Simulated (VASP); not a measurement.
A run of VASP 6.6.1 is set up as follows.

INCAR

```
PREC = Accurate
ENCUT = 520
EDIFF = 1E-7
ISMEAR = 0
SIGMA = 0.1
LREAL = F
LASPH = T
NELM = 80
ALGO = Fast
ISIF = 2
LWAVE = F
LCHARG = F
GGA = PE
NBANDS = 49
```

KPOINTS

```
Automatic mesh
0
Gamma
  4 4 6
```

File POSCAR:

```
PtRh2
1.0
    3.8551879741      0.0000000000      0.0000000000
    0.0000000000      8.2523644736      0.0000000000
    0.0000000000      0.0000000000      2.7519137985
Rh Pt
4 2
Direct
    0.0000002266      0.3317329985      0.0000000000
    0.9999997734      0.6682670015      0.0000000000
    0.5000002266      0.1682670015      0.5000000000
    0.4999997734      0.8317329985      0.5000000000
    0.0000000000      0.0000000000      0.0000000000
    0.5000000000      0.5000000000      0.5000000000
```

Potentials or basis: VASP PAW PBE potentials, release 64 (Rh_pv, Pt).

Launch:

```sh
$ cat potpaw_PBE.64/Rh_pv/POTCAR potpaw_PBE.64/Pt/POTCAR > POTCAR
$ mpirun -np 1 vasp_std > vasp.out
```

(1) Estimate the largest force.

(2) What does it give for the pressure?

(3) Estimate the band gap on the k mesh.

## Answers

(1) 0.004 eV/Å.

(2) -0.2 GPa.

(3) zero (band 40 reaches 11.94 eV, above the bottom of band 41 at 10.63 eV).

Caveat: the k points lie up to 0.41 Å⁻¹ apart; spin-orbit coupling is left out, which moves the levels of the heavy elements.
